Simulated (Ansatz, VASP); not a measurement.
One calculation of Al, two programs

```
Al
1.0
     0.00000    1.99640    1.99640
     1.99640    0.00000    1.99640
     1.99640    1.99640    0.00000
Al
1
Direct
  0.00000 0.00000 0.00000
```

Alike in both runs: functional r2SCAN; k mesh 34 × 34 × 34; occupations gaussian, width 0.1 eV; no spin polarisation.

Ansatz relaxed the structure, and its values are those at the end. VASP's run is a single point on that final structure, the one shown.

|  | VASP | Ansatz |
| --- | --- | --- |
| version | VASP 6.6.1 | Ansatz 0.2.0 |
| potentials or method | VASP PAW PBE potentials, release 64 (Al) | scalar-relativistic, plane waves, PAW |
| plane-wave cutoff (eV) | 520 | 500 |
| valence electrons in the cell | 3 | 3 |

```tsv
	VASP	Ansatz	Ansatz less VASP
gap on the k mesh at the Fermi level (eV)	none	none	-
pressure (GPa)	-0.3	0.0	+0.33
```

VASP's potentials were made for PBE, not for r2SCAN. A gap of «none» marks a metal or a gap that the smearing closes.
